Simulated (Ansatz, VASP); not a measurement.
## KF: VASP beside Ansatz

```
K F
1.0
     3.51967    0.00000    0.00000
     0.00000    3.51967    0.00000
     0.00000    0.00000    2.99824
K F
1 1
Direct
  0.00000 0.00000 0.00000
  0.50000 0.50000 0.50000
```

Change from the starting cell: strain +0.080 along x and y, -0.080 along z, atoms carried along.

Alike in both runs: task single point; functional PBEsol; k mesh 8 × 8 × 8; occupations gaussian, width 0.05 eV; no spin polarisation.

|  | VASP | Ansatz |
| --- | --- | --- |
| version | VASP 6.6.1 | Ansatz 0.2.0 |
| potentials or method | VASP PAW PBE potentials, release 64 (K_sv, F), cutoff 520 eV | scalar-relativistic, plane waves, PAW |
| valence electrons in the cell | 16 | 16 |

Ansatz gave:

* gap on the k mesh at the Fermi level (eV): 5.13
* least direct gap on the mesh (eV): 5.16
* pressure (GPa): -3.8
* traceless stress, the component that is largest in VASP (GPa): 8.52

Question: Which values does VASP return?

Answer: gap on the k mesh at the Fermi level (eV): 5.11; least direct gap on the mesh (eV): 5.15; pressure (GPa): -3.8; traceless stress, the component that is largest in VASP (GPa): 8.55.

VASP's potentials were made for PBE, not for PBEsol. The functional is the same, so the differences come from potentials, cutoffs and numerics.
